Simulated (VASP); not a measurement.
# CaO (Fm-3m) in VASP: notebook

Runs on CaO. Level: PBE. Tasks: single point.

Program: VASP 6.6.1. These are calculated values, not measurements. Logs are shortened: lines on timing, memory, paths and dates and some standing lists are left out, and cuts for length are marked.

**1. The cell of the first run**

Symmetry: Fm-3m, No. 225, cubic system. The conventional cell has a = 4.795 Å, b = 4.795 Å, c = 4.795 Å, α = 90.00°, β = 90.00°, γ = 90.00°. Ca (site symmetry m-3m) has 6 O at 2.40 Å within 3.2 Å. O (site symmetry m-3m) has 6 Ca at 2.40 Å within 3.2 Å.

**2. Single point, PBE**

INCAR reads:

```
SYSTEM = CaO
PREC = Accurate
ENCUT = 520
EDIFF = 1E-7
ISMEAR = 0
SIGMA = 0.01
LREAL = .FALSE.
LASPH = .TRUE.
NELM = 100
ALGO = Normal
ISIF = 2
LWAVE = .FALSE.
LCHARG = .TRUE.
GGA = PE
LELF = .TRUE.
LVHAR = .TRUE.
NBANDS = 15
```

KPOINTS reads:

```
Automatic mesh
0
G
  6 6 6
  0 0 0
```

POSCAR reads:

```
CaO
1.0
    0.0000000000      2.3975523198      2.3975523198
    2.3975523198      0.0000000000      2.3975523198
    2.3975523198      2.3975523198      0.0000000000
Ca O
1 1
Direct
    0.0000000000      0.0000000000      0.0000000000
    0.5000000000      0.5000000000      0.5000000000
```

Potentials or basis: VASP PAW PBE potentials, release 64 (Ca_sv, O).

Started as:

```bash
> cat potpaw_PBE.64/Ca_sv/POTCAR potpaw_PBE.64/O/POTCAR > POTCAR
> mpirun -np 1 vasp_std > vasp.out
```

OUTCAR:

```text
SYSTEM = CaO
   PREC = Accurate
   ENCUT = 520
   EDIFF = 1E-7
   ISMEAR = 0
   LREAL = .FALSE.
   LASPH = .TRUE.
   NELM = 100
   ISIF = 2
   GGA = PE

 ion  position               nearest neighbor table
   1  0.000  0.000  0.000-   2 2.40   2 2.40   2 2.40   2 2.40   2 2.40   2 2.40
   2  0.500  0.500  0.500-   1 2.40   1 2.40   1 2.40   1 2.40   1 2.40   1 2.40

  LATTYP: Found a face centered cubic cell.
 ALAT       =     4.7951046396

  Lattice vectors:

 A1 = (   0.0000000000,   2.3975523198,   2.3975523198)
 A2 = (   2.3975523198,   0.0000000000,   2.3975523198)
 A3 = (   2.3975523198,   2.3975523198,   0.0000000000)

Analysis of symmetry for initial positions (statically):
=====================================================================
 Subroutine PRICEL returns:
 Original cell was already a primitive cell.

 Routine SETGRP: Setting up the symmetry group for a
 face centered cubic supercell.

 Subroutine GETGRP returns: Found 48 space group operations
 (whereof 48 operations were pure point group operations)
 out of a pool of 48 trial point group operations.

The static configuration has the point symmetry O_h .

Analysis of symmetry for dynamics (positions and initial velocities):
=====================================================================
 Subroutine PRICEL returns:
 Original cell was already a primitive cell.

 Routine SETGRP: Setting up the symmetry group for a
 face centered cubic supercell.

 Subroutine GETGRP returns: Found 48 space group operations
 (whereof 48 operations were pure point group operations)
 out of a pool of 48 trial point group operations.

The dynamic configuration has the point symmetry O_h .

 Subroutine INISYM returns: Found 48 space group operations
 (whereof 48 operations are pure point group operations),
 and found     1 'primitive' translations

----------------------------------------------------------------------------------------

                                     Primitive cell

  volume of cell :      27.5635

  direct lattice vectors                    reciprocal lattice vectors
     0.000000000  2.397552320  2.397552320    -0.208546022  0.208546022  0.208546022
     2.397552320  0.000000000  2.397552320     0.208546022 -0.208546022  0.208546022
     2.397552320  2.397552320  0.000000000     0.208546022  0.208546022 -0.208546022

  length of vectors
     3.390651007  3.390651007  3.390651007     0.361212307  0.361212307  0.361212307

  position of ions in fractional coordinates (direct lattice)
     0.000000000  0.000000000  0.000000000
     0.500000000  0.500000000  0.500000000

  ion indices of the primitive-cell ions
   primitive index   ion index
                 1           1
                 2           2

----------------------------------------------------------------------------------------

 KPOINTS: Automatic mesh

Automatic generation of k-mesh.
 Grid dimensions read from file:
 generate k-points for:    6    6    6

 Generating k-lattice:

  Cartesian coordinates                     Fractional coordinates (reciprocal lattice)
    -0.034757670  0.034757670  0.034757670     0.166666667  0.000000000  0.000000000
     0.034757670 -0.034757670  0.034757670     0.000000000  0.166666667  0.000000000
     0.034757670  0.034757670 -0.034757670     0.000000000  0.000000000  0.166666667

  Length of vectors
     0.060202051  0.060202051  0.060202051

  Shift w.r.t. Gamma in fractional coordinates (k-lattice)
     0.000000000  0.000000000  0.000000000

 Subroutine IBZKPT returns following result:
 ===========================================

 Found     16 irreducible k-points:

 Following reciprocal coordinates:
            Coordinates               Weight
  0.000000  0.000000  0.000000      1.000000
  0.166667  0.000000  0.000000      8.000000
  0.333333  0.000000  0.000000      8.000000
  0.500000  0.000000  0.000000      4.000000
  0.166667  0.166667  0.000000      6.000000
  0.333333  0.166667  0.000000     24.000000
[... 8 lines left out ...]
 -0.333333  0.333333  0.166667     24.000000
 -0.333333  0.500000  0.166667     12.000000
   k-points           NKPTS =     16   k-points in BZ     NKDIM =     16   number of bands    NBANDS=     15
   number of dos      NEDOS =    301   number of ions     NIONS =      2
   total plane-waves  NPLWV =  21952
   dimension x,y,z NGX =    28 NGY =   28 NGZ =   28
   dimension x,y,z NGXF=    56 NGYF=   56 NGZF=   56
   ions per type =               1   1
   NGX,Y,Z   is equivalent  to a cutoff of  13.73, 13.73, 13.73 a.u.
   NGXF,Y,Z  is equivalent  to a cutoff of  27.46, 27.46, 27.46 a.u.
 SYSTEM =  CaO
   PREC   = accura    normal or accurate (medium, high low for compatibility)
   ISTART =      0    job   : 0-new  1-cont  2-samecut
   ICHARG =      2    charge: 1-file 2-atom 10-const
   ISPIN  =      1    spin polarized calculation?
   LNONCOLLINEAR =      F non collinear calculations
   LSORBIT =      F    spin-orbit coupling
   LASPH  =      T    aspherical Exc in radial PAW
   ENCUT  =  520.0 eV  38.22 Ry    6.18 a.u.   6.30  6.30  6.30*2*pi/ulx,y,z
   NELM   =    100;   NELMIN=  2; NELMDL= -5     # of ELM steps
   EDIFF  = 0.1E-06   stopping-criterion for ELM
   LREAL  =      F    real-space projection
   EDIFFG = 0.1E-05   stopping-criterion for IOM
   NSW    =      0    number of steps for IOM
   IBRION =     -1    ionic relax: 0-MD 1-quasi-New 2-CG
   NFREE  =      0    steps in history (QN), initial steepest desc. (CG)
   ISIF   =      2    stress and relaxation
   ISYM   =      2    0-nonsym 1-usesym 2-fastsym
   POTIM  = 0.5000    time-step for ionic-motion
   TEBEG  =    0.0;   TEEND  =   0.0 temperature during run
   PSTRESS=    0.0 pullay stress
   NELECT =      16.0000    total number of electrons
   NUPDOWN=      -1.0000    fix difference up-down
   EMIN   =  10.00;   EMAX   =-10.00  energy-range for DOS
   EFERMI =   0.00;   METHOD = LEGACY
   ISMEAR =     0;   SIGMA  =   0.01  broadening in eV -4-tet -1-fermi 0-gaus
   EFERMI_NEDOS =   21; number of points for ismear=-14 and -15
   IALGO  =     38    algorithm
   IMIX   =      4    mixing-type and parameters
     AMIX     =   0.40;   BMIX     =  1.00
     AMIX_MAG =   1.60;   BMIX_MAG =  1.00
  volume/ion in A,a.u.               =      13.78        93.00
  Fermi-wavevector in a.u.,A,eV,Ry     =   1.365642  2.580688 25.374552  1.864977
  Thomas-Fermi vector in A             =   2.491852
   LORBIT       =      0    0 simple, 1 ext, 2 COOP (PROOUT), +10 PAW based schemes
   GGA     = PE    functional components
   LHFCALC =     F    Hartree Fock is set to
   AEXX    =    0.0000 exact exchange contribution
   IVDW    =     0    specifies the selected vdW correction
   LEPSILON=     F    determine dielectric tensor
   LRPA    =     F    only Hartree local field effects (RPA)
 non-spin polarized calculation
 Gauss-broadening in eV      SIGMA  =   0.01
  energy-cutoff  :      520.00
  volume of cell :       27.56
 maximum number of plane-waves:       754
 NGX is ok and might be reduce to    28
   NGX = 13   NGY = 13   NGZ = 13

 number of electron      15.9999997 magnetization

 Free energy of the ion-electron system (eV)
  ---------------------------------------------------
  ext. energy  EPLUGINS =         0.00000000
  ---------------------------------------------------
  free energy    TOTEN  =       -12.79763758 eV

  energy without entropy =      -12.79763758  energy(sigma->0) =      -12.79763758

 E-fermi :   2.5636     XC(G=0): -10.5099

 val. band max:        2.3900787912   @ k =   0.0000   0.0000   0.0000
 cond. band min:       6.0234501753   @ k =   0.5000   0.5000   0.0000
 fundamental gap:      3.6333713842
 Fermi energy:         2.5636430338

 k-point     1 :       0.0000    0.0000    0.0000
  band No.  band energies     occupation
      1     -35.2179      2.00000
      2     -15.9766      2.00000
      3     -15.9766      2.00000
      4     -15.9766      2.00000
      5     -13.1559      2.00000
      6       2.3901      2.00000
      7       2.3901      2.00000
      8       2.3901      2.00000
      9       7.1608      0.00000
     10       8.6329      0.00000
     11       8.6329      0.00000
     12       8.6329      0.00000
     13      10.1489      0.00000
     14      10.1489      0.00000
     15      17.5066      0.00000

 k-point     2 :       0.1667    0.0000    0.0000
  band No.  band energies     occupation
      1     -35.1915      2.00000
      2     -16.3343      2.00000
      3     -15.9905      2.00000
      4     -15.9905      2.00000
      5     -12.7807      2.00000
      6       1.5277      2.00000
      7       2.0354      2.00000
      8       2.0354      2.00000
      9       8.2654      0.00000
     10       8.6178      0.00000
     11       9.0953      0.00000
     12       9.0953      0.00000
     13      10.7816      0.00000
     14      10.7816      0.00000
     15      18.3710      0.00000

 k-point     3 :       0.3333    0.0000    0.0000
  band No.  band energies     occupation
      1     -35.1384      2.00000
      2     -16.8897      2.00000
      3     -16.0178      2.00000
      4     -16.0178      2.00000
      5     -12.1854      2.00000
      6       0.2615      2.00000
      7       1.4352      2.00000
      8       1.4352      2.00000
      9       8.9516      0.00000
     10      10.1571      0.00000
     11      10.1571      0.00000
     12      10.1956      0.00000
     13      12.0847      0.00000
     14      12.0847      0.00000
     15      17.6831      0.00000
[... 199 lines left out ...]
 k-point    15 :      -0.3333    0.3333    0.1667
  band No.  band energies     occupation
      1     -35.0872      2.00000
      2     -16.7352      2.00000
      3     -16.3133      2.00000
      4     -16.1751      2.00000
      5     -12.3648      2.00000
      6       0.6601      2.00000
      7       1.2941      2.00000
      8       1.3743      2.00000
      9       8.9496      0.00000
     10       8.9549      0.00000
     11      11.1140      0.00000
     12      11.5310      0.00000
     13      12.5365      0.00000
     14      15.3565      0.00000
     15      16.1979      0.00000

 k-point    16 :      -0.3333    0.5000    0.1667
  band No.  band energies     occupation
      1     -35.0793      2.00000
      2     -16.4990      2.00000
      3     -16.3698      2.00000
      4     -16.3074      2.00000
      5     -12.6131      2.00000
      6       1.1800      2.00000
      7       1.3083      2.00000
      8       1.5807      2.00000
      9       7.4234      0.00000
     10      10.0930      0.00000
     11      10.7769      0.00000
     12      11.9763      0.00000
     13      12.1395      0.00000
     14      15.3879      0.00000
     15      16.1370      0.00000

------------------------ aborting loop because EDIFF is reached ----------------------------------------

  FORCE on cell =-STRESS in cart. coord.  units (eV):
  Direction    XX          YY          ZZ          XY          YZ          ZX
  --------------------------------------------------------------------------------------
  -------------------------------------------------------------------------------------
  Total        0.5299571      0.5299571      0.5299571      0.0000000      0.0000000     -0.0000000
  in kB       30.8047031     30.8047031     30.8047031      0.0000000      0.0000000     -0.0000000
  external PRESSURE =      30.8047031 kB  Pullay stress =       0.0000000 kB

 VOLUME and BASIS-vectors are now :
 -----------------------------------------------------------------------------
  energy-cutoff  :      520.00
  volume of cell :       27.56
      direct lattice vectors                 reciprocal lattice vectors
     0.000000000  2.397552320  2.397552320    -0.208546022  0.208546022  0.208546022
     2.397552320  0.000000000  2.397552320     0.208546022 -0.208546022  0.208546022
     2.397552320  2.397552320  0.000000000     0.208546022  0.208546022 -0.208546022

 POSITION                                       TOTAL-FORCE (eV/Angst)
 -----------------------------------------------------------------------------------
      0.00000      0.00000      0.00000         0.000000     -0.000000     -0.000000
      2.39755      2.39755      2.39755        -0.000000      0.000000      0.000000
 -----------------------------------------------------------------------------------
    total drift:                                0.000000      0.000000      0.000000

  FREE ENERGIE OF THE ION-ELECTRON SYSTEM (eV)
  ---------------------------------------------------
  free  energy   TOTEN  =       -12.7976375793 eV

  energy  without entropy=      -12.7976375793  energy(sigma->0) =      -12.79763758
```

Wall time 4.9 s (1 thread of Intel Xeon 6975P-C (Granite Rapids), shared host); peak memory 0.15 GiB.

Results:

```yaml
Free_energy: -12.7976 eV
Pressure: 3.1 GPa
Band_gap_on_the_k_mesh: 3.63 eV, indirect (least direct gap 4.01 eV)
```

Levels at points of the mesh, in eV from the valence-band top:
| k point | band 6 | band 7 | band 8 | band 9 | band 10 | band 11 |
| --- | --- | --- | --- | --- | --- | --- |
| (0.00, 0.00, 0.00) | 0.00 | 0.00 | 0.00 | 4.77 | 6.24 | 6.24 |
| (0.50, 0.00, 0.00) | -2.66 | -1.22 | -1.22 | 7.08 | 8.39 | 8.39 |
| (0.50, 0.50, 0.00) | -1.30 | -0.37 | -0.37 | 3.63 | 8.10 | 8.93 |

**3. Single point, PBE**

INCAR reads:

```
PREC = Accurate ; ENCUT = 520
EDIFF = 1E-7 ; ISMEAR = 0
SIGMA = 0.01 ; LREAL = False
LASPH = True ; NELM = 100
ALGO = Normal ; ISIF = 2
LWAVE = False ; LCHARG = False
GGA = PE ; NBANDS = 15
```

KPOINTS reads:

```
Automatic mesh
0
Gamma
  6 6 6
```

POSCAR is that of step 2.

Potentials or basis: VASP PAW PBE potentials, release 64 (Ca_sv, O).

Started as:

```bash
> cat potpaw_PBE.64/Ca_sv/POTCAR potpaw_PBE.64/O/POTCAR > POTCAR
> mpirun -np 1 vasp_std > vasp.out
```

Run time: 4.7 s. Hardware: 1 thread of Intel Xeon 6975P-C (Granite Rapids), shared host; peak memory 0.15 GiB.

The run converged. Its results:

```yaml
Free_energy: -12.7976 eV
Pressure: 3.1 GPa
Band_gap_on_the_k_mesh: 3.63 eV, indirect (least direct gap 4.01 eV)
```

Levels at points of the mesh, in eV from the valence-band top:
| k point | band 4 | band 5 | band 6 | band 7 | band 8 | band 9 | band 10 | band 11 | band 12 | band 13 |
| --- | --- | --- | --- | --- | --- | --- | --- | --- | --- | --- |
| (0.00, 0.00, 0.00) | -18.37 | -15.55 | 0.00 | 0.00 | 0.00 | 4.77 | 6.24 | 6.24 | 6.24 | 7.76 |
| (0.50, 0.00, 0.00) | -18.42 | -14.32 | -2.66 | -1.22 | -1.22 | 7.08 | 8.39 | 8.39 | 8.56 | 10.48 |
| (0.50, 0.50, 0.00) | -18.60 | -15.31 | -1.30 | -0.37 | -0.37 | 3.63 | 8.10 | 8.93 | 9.58 | 9.58 |

A k mesh can miss the band edges. A hybrid or GW would open this gap; PBE tends to underestimate it.
